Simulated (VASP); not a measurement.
Os:

```
Os
1.0
     0.00000    1.91000    1.91000
     1.91000    0.00000    1.91000
     1.91000    1.91000    0.00000
Os
1
Direct
  0.00000 0.00000 0.00000
```

This isn't the form of Os at room conditions, which is hcp.

- Program: VASP 6.6.1
- Task: relaxation of cell and atoms
- Functional: LDA
- Potentials or basis: VASP PAW LDA potentials, release 64 (Os)
- Cutoff: 600 eV
- k mesh: 21 × 21 × 21
- Occupations: gaussian, width 0.05 eV
- Spin: no spin polarisation

At the start: pressure -4.8 GPa; volume 13.94 Å³/atom.

Question: How do energy, volume and symmetry change on relaxing?

Answer: Over 4 steps the energy falls by 2.3 meV/atom and the volume is 13.78 Å³/atom (-1.1 %); space group Fm-3m (No. 225, to 0.1 Å) before and after.

Step by step:
| step | energy change (eV) | largest force (eV/Å) | pressure (GPa) | volume (Å³) |
| --- | --- | --- | --- | --- |
| 1 | 0.0000 | 0.0000 | -4.81 | 13.94 |
| 2 | 0.0484 | 0.0000 | 25.31 | 13.11 |
| 3 | -0.0023 | 0.0000 | -0.12 | 13.79 |
| 4 | -0.0023 | 0.0000 | -0.01 | 13.78 |

Final structure:
```
Os
1.0
     0.00000    1.90299    1.90299
     1.90299    0.00000    1.90299
     1.90299    1.90299    0.00000
Os
1
Cartesian
  0.0000 0.0000 0.0000
```
